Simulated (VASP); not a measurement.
Input of a VASP 6.6.1 run:

Contents of INCAR:

```
PREC = Accurate
ENCUT = 520
EDIFF = 1E-6
ISMEAR = 0
SIGMA = 0.05
LREAL = F
LASPH = T
NELM = 100
ALGO = Normal
ISIF = 2
LWAVE = F
LCHARG = T
GGA = PE
LELF = T
LVHAR = T
NBANDS = 45
```

File KPOINTS:

```
regular mesh
0
Gamma
  6 6 6
```

Contents of POSCAR:

```
LiNbO3
1.0
    2.5536104400      1.4743276749      4.9019106006
   -2.5536104400      1.4743276749      4.9019106006
    0.0000000000     -2.9486553498      4.9019106006
Li Nb O
2 2 6
Direct
    0.2815913687      0.2815913687      0.2815913687
    0.7815913687      0.7815913687      0.7815913687
    0.0004900497      0.0004900497      0.0004900497
    0.5004900497      0.5004900497      0.5004900497
    0.1104619503      0.3580262714      0.7211003599
    0.7211003599      0.1104619503      0.3580262714
    0.3580262714      0.7211003599      0.1104619503
    0.2211003599      0.8580262714      0.6104619503
    0.8580262714      0.6104619503      0.2211003599
    0.6104619503      0.2211003599      0.8580262714
```

Potentials or basis: VASP PAW PBE potentials, release 64 (Li_sv, Nb_sv, O).

Launch:

```sh
$ cat potpaw_PBE.64/Li_sv/POTCAR potpaw_PBE.64/Nb_sv/POTCAR potpaw_PBE.64/O/POTCAR > POTCAR
$ mpirun -np 1 vasp_std > vasp.out
```

Task: Predict the largest force.

Result: 0.101 eV/Å.

Task: Estimate the band gap on the k mesh.

Result: 3.45 eV (least direct gap 3.46 eV).

Forces in eV/Å, atoms in the order of the input:
```
Li   0.000  0.000  0.053
Li   0.000  0.000  0.053
Nb   0.000  0.000  0.101
Nb   0.000  0.000  0.101
O   -0.048 -0.066 -0.052
O    0.081 -0.009 -0.052
O   -0.033  0.075 -0.052
O    0.033  0.075 -0.052
O    0.048 -0.066 -0.052
O   -0.081 -0.009 -0.052
```

 A k mesh can miss the band edges.
